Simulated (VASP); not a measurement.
# BAs in VASP: settings compared

The runs below take BAs through single point, with r2SCAN, PBE.

Program: VASP 6.6.1. These are calculated values, not measurements. Logs are shortened: lines on timing, memory, paths and dates and some standing lists are left out, and cuts for length are marked.

### 1 The cell of the first run

It takes space group F-43m (No. 216, cubic). The conventional cell has a = 4.784 Å, b = 4.784 Å, c = 4.784 Å, α = 90.00°, β = 90.00°, γ = 90.00°. B (site symmetry -43m) has 4 As at 2.07 Å within 2.7 Å. As (site symmetry -43m) has 4 B at 2.07 Å within 2.7 Å.

### 2 Single point, r2SCAN

POSCAR reads:

```
BAs
1.0
    0.0000000000      2.3918676041      2.3918676041
    2.3918676041      0.0000000000      2.3918676041
    2.3918676041      2.3918676041      0.0000000000
B As
1 1
Direct
    0.0000000000      0.0000000000      0.0000000000
    0.2500000000      0.2500000000      0.2500000000
```

INCAR.step1 reads:

```
SYSTEM = BAs
  ALGO = Normal
  EDIFF = 1E-4
  ENCUT = 520
  GGA = PE
  ISMEAR = 0
  LASPH = .True.
  LCHARG = .False.
  LREAL = .False.
  LWAVE = .True.
  NBANDS = 11
  NELM = 60
  PREC = Accurate
  SIGMA = 0.01
```

INCAR.step2 reads:

```
SYSTEM = BAs
  ALGO = Normal
  EDIFF = 1E-7
  ENCUT = 520
  ISIF = 2
  ISMEAR = 0
  ISTART = 1
  LASPH = .True.
  LCHARG = .False.
  LMIXTAU = .True.
  LREAL = .False.
  LWAVE = .False.
  METAGGA = R2SCAN
  NBANDS = 11
  NELM = 60
  PREC = Accurate
  SIGMA = 0.01
```

KPOINTS reads:

```
k-points
0
Gamma
  10 10 10
  0 0 0
```

Potentials or basis: VASP PAW PBE potentials, release 64 (B, As).

Command:

```console
> cat potpaw_PBE.64/B/POTCAR potpaw_PBE.64/As/POTCAR > POTCAR
> cp INCAR.step1 INCAR
> mpirun -np 1 vasp_std > vasp.out
> cp INCAR.step2 INCAR
> mpirun -np 1 vasp_std > vasp.out
```

OUTCAR:

```text
SYSTEM = BAs
   EDIFF = 1E-7
   ENCUT = 520
   ISIF = 2
   ISMEAR = 0
   ISTART = 1
   LASPH = .True.
   LREAL = .False.
   METAGGA = R2SCAN
   NELM = 60
   PREC = Accurate

 ion  position               nearest neighbor table
   1  0.000  0.000  0.000-   2 2.07   2 2.07   2 2.07   2 2.07
   2  0.250  0.250  0.250-   1 2.07   1 2.07   1 2.07   1 2.07

  LATTYP: Found a face centered cubic cell.
 ALAT       =     4.7837352082

  Lattice vectors:

 A1 = (   0.0000000000,   2.3918676041,   2.3918676041)
 A2 = (   2.3918676041,   0.0000000000,   2.3918676041)
 A3 = (   2.3918676041,   2.3918676041,   0.0000000000)

Analysis of symmetry for initial positions (statically):
=====================================================================
 Subroutine PRICEL returns:
 Original cell was already a primitive cell.

 Routine SETGRP: Setting up the symmetry group for a
 face centered cubic supercell.

 Subroutine GETGRP returns: Found 24 space group operations
 (whereof 24 operations were pure point group operations)
 out of a pool of 48 trial point group operations.

The static configuration has the point symmetry T_d .

Analysis of symmetry for dynamics (positions and initial velocities):
=====================================================================
 Subroutine PRICEL returns:
 Original cell was already a primitive cell.

 Routine SETGRP: Setting up the symmetry group for a
 face centered cubic supercell.

 Subroutine GETGRP returns: Found 24 space group operations
 (whereof 24 operations were pure point group operations)
 out of a pool of 48 trial point group operations.

The dynamic configuration has the point symmetry T_d .

 Subroutine INISYM returns: Found 24 space group operations
 (whereof 24 operations are pure point group operations),
 and found     1 'primitive' translations

----------------------------------------------------------------------------------------

                                     Primitive cell

  volume of cell :      27.3679

  direct lattice vectors                    reciprocal lattice vectors
     0.000000000  2.391867604  2.391867604    -0.209041671  0.209041671  0.209041671
     2.391867604  0.000000000  2.391867604     0.209041671 -0.209041671  0.209041671
     2.391867604  2.391867604  0.000000000     0.209041671  0.209041671 -0.209041671

  length of vectors
     3.382611605  3.382611605  3.382611605     0.362070795  0.362070795  0.362070795

[... 87 lines left out ...]
   ISYM   =      2    0-nonsym 1-usesym 2-fastsym
   POTIM  = 0.5000    time-step for ionic-motion
   TEBEG  =    0.0;   TEEND  =   0.0 temperature during run
   PSTRESS=    0.0 pullay stress
   NELECT =       8.0000    total number of electrons
   NUPDOWN=      -1.0000    fix difference up-down
   EMIN   =  10.00;   EMAX   =-10.00  energy-range for DOS
   EFERMI =   0.00;   METHOD = LEGACY
   ISMEAR =     0;   SIGMA  =   0.01  broadening in eV -4-tet -1-fermi 0-gaus
   EFERMI_NEDOS =   21; number of points for ismear=-14 and -15
   IALGO  =     38    algorithm
   IMIX   =      4    mixing-type and parameters
     AMIX     =   0.40;   BMIX     =  1.00
     AMIX_MAG =   1.60;   BMIX_MAG =  1.00
  volume/ion in A,a.u.               =      13.68        92.34
  Fermi-wavevector in a.u.,A,eV,Ry     =   1.086487  2.053162 16.061039  1.180453
  Thomas-Fermi vector in A             =   2.222624
   LORBIT       =      0    0 simple, 1 ext, 2 COOP (PROOUT), +10 PAW based schemes
   METAGGA = R2SCAN    functional components
   LHFCALC =     F    Hartree Fock is set to
   AEXX    =    0.0000 exact exchange contribution
   IVDW    =     0    specifies the selected vdW correction
   LEPSILON=     F    determine dielectric tensor
   LRPA    =     F    only Hartree local field effects (RPA)
 non-spin polarized calculation
 Gauss-broadening in eV      SIGMA  =   0.01
  energy-cutoff  :      520.00
  volume of cell :       27.37
 maximum number of plane-waves:       754
 NGX is ok and might be reduce to    28
   NGX = 13   NGY = 13   NGZ = 13

 number of electron       8.0000000 magnetization

 Free energy of the ion-electron system (eV)
  ---------------------------------------------------
  ext. energy  EPLUGINS =         0.00000000
  ---------------------------------------------------
  free energy    TOTEN  =       -22.25610650 eV

  energy without entropy =      -22.25610650  energy(sigma->0) =      -22.25610650

 E-fermi :   6.0860     XC(G=0): -11.1142

 val. band max:        5.9765690074   @ k =   0.0000   0.0000   0.0000
 cond. band min:       7.3512452087   @ k =   0.4000   0.4000   0.0000
 fundamental gap:      1.3746762013
 Fermi energy:         6.0859506618

 k-point     1 :       0.0000    0.0000    0.0000
  band No.  band energies     occupation
      1     -10.1416      2.00000
      2       5.9766      2.00000
      3       5.9766      2.00000
      4       5.9766      2.00000
      5       9.4172      0.00000
      6       9.4172      0.00000
      7       9.4172      0.00000
      8      11.0724      0.00000
      9      16.3323      0.00000
     10      19.4007      0.00000
     11      19.4007      0.00000
[... 309 lines left out ...]
 k-point    24 :       0.4000    0.3000    0.0000
  band No.  band energies     occupation
      1      -7.3657      2.00000
      2      -0.8418      2.00000
      3       1.8105      2.00000
      4       2.3073      2.00000
      5       7.8851      0.00000
      6       9.6852      0.00000
      7      15.3616      0.00000
      8      15.5935      0.00000
      9      18.8924      0.00000
     10      22.5328      0.00000
     11      22.6953      0.00000

 [... further k-points ...]

------------------------ aborting loop because EDIFF is reached ----------------------------------------

  FORCE on cell =-STRESS in cart. coord.  units (eV):
  Direction    XX          YY          ZZ          XY          YZ          ZX
  --------------------------------------------------------------------------------------
  -------------------------------------------------------------------------------------
  Total        0.0434867      0.0434867      0.0434867      0.0000000      0.0000000     -0.0000000
  in kB        2.5458079      2.5458079      2.5458079      0.0000000      0.0000000     -0.0000000
  external PRESSURE =       2.5458079 kB  Pullay stress =       0.0000000 kB

 VOLUME and BASIS-vectors are now :
 -----------------------------------------------------------------------------
  energy-cutoff  :      520.00
  volume of cell :       27.37
      direct lattice vectors                 reciprocal lattice vectors
     0.000000000  2.391867604  2.391867604    -0.209041671  0.209041671  0.209041671
     2.391867604  0.000000000  2.391867604     0.209041671 -0.209041671  0.209041671
     2.391867604  2.391867604  0.000000000     0.209041671  0.209041671 -0.209041671

 POSITION                                       TOTAL-FORCE (eV/Angst)
 -----------------------------------------------------------------------------------
      0.00000      0.00000      0.00000        -0.000000     -0.000000     -0.000000
      1.19593      1.19593      1.19593         0.000000      0.000000      0.000000
 -----------------------------------------------------------------------------------
    total drift:                               -0.000000     -0.000000     -0.000000

  FREE ENERGIE OF THE ION-ELECTRON SYSTEM (eV)
  ---------------------------------------------------
  free  energy   TOTEN  =       -22.2561065047 eV

  energy  without entropy=      -22.2561065047  energy(sigma->0) =      -22.25610650
```

OUTCAR.step1:

```text
SYSTEM = BAs
   EDIFF = 1E-4
   ENCUT = 520
   GGA = PE
   ISMEAR = 0
   LASPH = .True.
   LREAL = .False.
[... 557 lines left out ...]
      0.00000      0.00000      0.00000        -0.000000      0.000000     -0.000000
      1.19593      1.19593      1.19593         0.000000     -0.000000      0.000000
 -----------------------------------------------------------------------------------
    total drift:                               -0.000000     -0.000000     -0.000000

  FREE ENERGIE OF THE ION-ELECTRON SYSTEM (eV)
  ---------------------------------------------------
  free  energy   TOTEN  =       -11.4086784361 eV

  energy  without entropy=      -11.4086784361  energy(sigma->0) =      -11.40867844
```

OSZICAR.step1:

```text
N       E                     dE             d eps       ncg     rms          rms(c)
DAV:   1     0.125537492862E+02    0.12554E+02   -0.37930E+03  1034   0.637E+02
DAV:   2    -0.113679669030E+02   -0.23922E+02   -0.22983E+02  1415   0.107E+02
DAV:   3    -0.120381401454E+02   -0.67017E+00   -0.66897E+00  1284   0.164E+01
DAV:   4    -0.120397878962E+02   -0.16478E-02   -0.16477E-02  1150   0.942E-01
DAV:   5    -0.120397905580E+02   -0.26618E-05   -0.26618E-05  1234   0.400E-02    0.490E+00
DAV:   6    -0.114734397079E+02    0.56635E+00   -0.15701E+00  1097   0.508E+00    0.238E+00
DAV:   7    -0.114149480494E+02    0.58492E-01   -0.19050E-01  1199   0.214E+00    0.981E-01
DAV:   8    -0.114082155782E+02    0.67325E-02   -0.20168E-02  1175   0.806E-01    0.979E-02
DAV:   9    -0.114085164614E+02   -0.30088E-03   -0.76769E-04  1181   0.160E-01    0.583E-02
DAV:  10    -0.114086724793E+02   -0.15602E-03   -0.19217E-04  1096   0.845E-02    0.121E-02
DAV:  11    -0.114086784361E+02   -0.59569E-05   -0.52811E-06   535   0.157E-02
   1 F= -.11408678E+02 E0= -.11408678E+02  d E =-.184003E-62
```

Run time: 1.9 min. Hardware: 1 thread of Intel Xeon Platinum 8259CL at 2.50GHz (Skylake/Cascade Lake), shared host; peak memory 0.17 GiB.

What came out:

```
Free energy            : -22.2561 eV
Pressure               : 0.3 GPa
Band gap on the k mesh : 1.37 eV, indirect (least direct gap 3.44 eV)
```

Caveat: the PAW data sets were made with another functional, which shifts forces and pressure a little.

### 3 Single point, PBE (uniaxial z strain -3.0%)

INCAR reads:

```
PREC     = Accurate       # precision mode
ENCUT    = 520            # plane-wave cutoff, eV
EDIFF    = 1E-7           # SCF threshold, eV
ISMEAR   = -1             # smearing method
SIGMA    = 0.02           # smearing width, eV
LREAL    = False          # projectors in reciprocal space
LASPH    = True           # aspherical terms in the spheres
NELM     = 60             # most SCF steps
ALGO     = Normal         # electronic algorithm
ISIF     = 2              # what is computed and relaxed
LWAVE    = False          # write WAVECAR
LCHARG   = False          # write CHGCAR
GGA      = PE             # functional
NBANDS   = 11             # bands
```

KPOINTS reads:

```
Automatic mesh
0
Gamma
  10 10 10
```

POSCAR reads:

```
BAs
1.0
    0.0000000000      2.3918676041      2.3201115760
    2.3918676041      0.0000000000      2.3201115760
    2.3918676041      2.3918676041      0.0000000000
B As
1 1
Direct
    0.0000000000      0.0000000000      0.0000000000
    0.2500000000      0.2500000000      0.2500000000
```

Potentials or basis: VASP PAW PBE potentials, release 64 (B, As).

Command:

```console
> cat potpaw_PBE.64/B/POTCAR potpaw_PBE.64/As/POTCAR > POTCAR
> mpirun -np 1 vasp_std > vasp.out
```

Run time: 53 s. Hardware: 1 thread of Intel Xeon Platinum 8259CL at 2.50GHz (Skylake/Cascade Lake), shared host; peak memory 0.17 GiB.

The run converged. Its results:

```
Free energy            : -11.3720 eV
Pressure               : 7.5 GPa
Band gap on the k mesh : 0.69 eV, indirect (least direct gap 2.99 eV)
```

Stress tensor (GPa, compression positive):
```
 5.42  0.00  0.00
 0.00  5.42  0.00
 0.00  0.00 11.53
```

Levels at points of the mesh, in eV from the valence-band top:
```
           k point  band 1  band 2  band 3  band 4  band 5  band 6  band 7  band 8
(0.00, 0.00, 0.00)  -15.84   -0.29   -0.29    0.00    2.99    3.19    3.19    4.82
(0.50, 0.00, 0.00)  -12.87   -9.18   -2.24   -1.88    2.60    4.48    4.81    8.73
(0.50, 0.50, 0.00)  -11.34   -8.70   -4.58   -4.58    0.96    0.97   11.44   11.44
(0.50, 0.00, 0.50)  -11.59   -8.96   -4.31   -4.26    1.32    1.36   11.16   11.61
```

Caveat: the cell differs from its parent crystal (uniaxial z strain -3.0%). A k mesh can miss the band edges.

### 4 Single point, PBE (uniaxial z strain -2.0%)

INCAR reads:

```
SYSTEM = BAs
PREC = Accurate ; ENCUT = 520
EDIFF = 1E-6 ; ISMEAR = -1
SIGMA = 0.02 ; LREAL = .False.
LASPH = .True. ; NELM = 100
ALGO = Normal ; ISIF = 2
LWAVE = .False. ; LCHARG = .False.
GGA = PE ; NBANDS = 11
```

KPOINTS reads:

```
regular mesh
0
Gamma
  10 10 10
  0 0 0
```

POSCAR reads:

```
BAs
1.0
    0.0000000000      2.3918676041      2.3440302520
    2.3918676041      0.0000000000      2.3440302520
    2.3918676041      2.3918676041      0.0000000000
B As
1 1
Direct
    0.0000000000      0.0000000000      0.0000000000
    0.2500000000      0.2500000000      0.2500000000
```

Command:

```console
> cat potpaw_PBE.64/B/POTCAR potpaw_PBE.64/As/POTCAR > POTCAR
> mpirun -np 1 vasp_std > vasp.out
```

Wall time 52 s (1 thread of Intel Xeon Platinum 8259CL at 2.50GHz (Skylake/Cascade Lake), shared host); peak memory 0.17 GiB.

Results (log left out):

| Item | Value |
| --- | --- |
| Free energy | -11.3892 eV |
| Pressure | 5.8 GPa |
| Band gap on the k mesh | 0.85 eV, indirect (least direct gap 3.08 eV) |

Stress tensor (GPa, compression positive):
```
4.46 0.00 0.00
0.00 4.46 0.00
0.00 0.00 8.55
```

Levels at points of the mesh, in eV from the valence-band top:
| k point | band 2 | band 3 | band 4 | band 5 | band 6 | band 7 |
| --- | --- | --- | --- | --- | --- | --- |
| (0.00, 0.00, 0.00) | -0.19 | -0.19 | 0.00 | 3.08 | 3.21 | 3.21 |
| (0.50, 0.00, 0.00) | -9.04 | -2.10 | -1.86 | 2.63 | 4.58 | 4.78 |
| (0.50, 0.50, 0.00) | -8.64 | -4.40 | -4.40 | 1.12 | 1.13 | 11.40 |
| (0.50, 0.00, 0.50) | -8.80 | -4.23 | -4.19 | 1.36 | 1.39 | 11.22 |

Caveat: the cell differs from its parent crystal (uniaxial z strain -2.0%). A k mesh can miss the band edges.

(Continued in part 2 of 2.)
